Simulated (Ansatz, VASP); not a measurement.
**P: VASP beside Ansatz**

INCAR

```
SYSTEM = P
PREC = Accurate
ENCUT = 520
EDIFF = 1E-6
ISMEAR = -1
SIGMA = 0.1
LREAL = .FALSE.
LASPH = .TRUE.
NELM = 80
ALGO = Normal
ISIF = 2
LWAVE = .FALSE.
LCHARG = .FALSE.
GGA = PS
NBANDS = 8
```

File KPOINTS:

```
Automatic mesh
0
G
  17 17 17
  0 0 0
```

Contents of POSCAR:

```
P
1.0
    0.0000000000      1.5356730438      1.5356730438
    1.5356730438      0.0000000000      1.5356730438
    1.5356730438      1.5356730438      0.0000000000
P
1
Direct
    0.0000000000      0.0000000000      0.0000000000
```

Input for Ansatz:

```yaml
crystal:
  lattice:
    - [0.0, 1.5356730438, 1.5356730438]
    - [1.5356730438, 0.0, 1.5356730438]
    - [1.5356730438, 1.5356730438, 0.0]
  atoms:
    - { symbol: P, position: [0.0, 0.0, 0.0] }
kpoints:
  mp_grid: { grid: [17, 17, 17] }
scf:
  occupations: { method: fermi_dirac, width: 0.1 }
hamiltonian:
  xc: pbesol
  pseudopotentials: { kind: all_electron, lapw: { basis_error: 0.001 } }
output:
  forces: true
  stress: true
  eigenvalues: true
  populations: true
```

Change from the starting cell: volume scaled by 0.52, LAPW.

Alike in both runs: task single point; functional PBEsol; k mesh 17 × 17 × 17; occupations fermi-dirac, width 0.1 eV; no spin polarisation.

```csv
,VASP,Ansatz
version,VASP 6.6.1,Ansatz 0.2.0
potentials or method,"VASP PAW PBE potentials, release 64 (P), cutoff 520 eV","all-electron LAPW, scalar-relativistic"
```

|  | VASP | Ansatz | Ansatz less VASP |
| --- | --- | --- | --- |
| pressure (GPa) | 240.3 | 241.5 | +1.15 |

VASP's potentials were made for PBE, not for PBEsol. Both programs put the cell under a high pressure, so it lies far from rest at this level. Ansatz ran all-electron here, and VASP with PAW potentials.

Noted on VASP's run: the cell as given lies far from equilibrium.
